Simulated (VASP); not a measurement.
The system is TcPt3.

```xyz
4
Lattice="3.9025 0.0000 0.0000 0.0000 3.9025 0.0000 0.0000 0.0000 3.9025" Properties=species:S:1:pos:R:3 pbc="T T T"
Tc    0.0000    0.0000    0.0000
Pt    0.0000    1.9512    1.9512
Pt    1.9512    0.0000    1.9512
Pt    1.9512    1.9512    0.0000
```

- Program: VASP 6.6.1
- Task: relaxation of cell and atoms
- Functional: LDA
- Potentials or basis: VASP PAW LDA potentials, release 64 (Tc_pv, Pt)
- Cutoff: 600 eV
- k mesh: 6 × 6 × 6
- Occupations: fermi-dirac, width 0.05 eV
- Spin: no spin polarisation

At the start: pressure -7.5 GPa; volume 14.86 Å³/atom.

Q: How do energy, volume and symmetry change on relaxing?

A: Over 3 steps the energy falls by 8.8 meV/atom and the volume is 14.50 Å³/atom (-2.4 %); space group Pm-3m (No. 221, to 0.05 Å).

Step by step:
```csv
step,energy change (eV),largest force (eV/Å),pressure (GPa),volume (Å³)
1,0.0000,0.0000,-7.52,59.43
2,0.3423,0.0000,30.26,53.64
3,-0.0354,0.0000,-0.26,58.01
```

Final structure:
```xyz
4
Lattice="3.8711 0.0000 0.0000 0.0000 3.8711 0.0000 0.0000 0.0000 3.8711" Properties=species:S:1:pos:R:3 pbc="T T T"
Tc    0.0000    0.0000    0.0000
Pt    0.0000    1.9355    1.9355
Pt    1.9355    0.0000    1.9355
Pt    1.9355    1.9355    0.0000
```
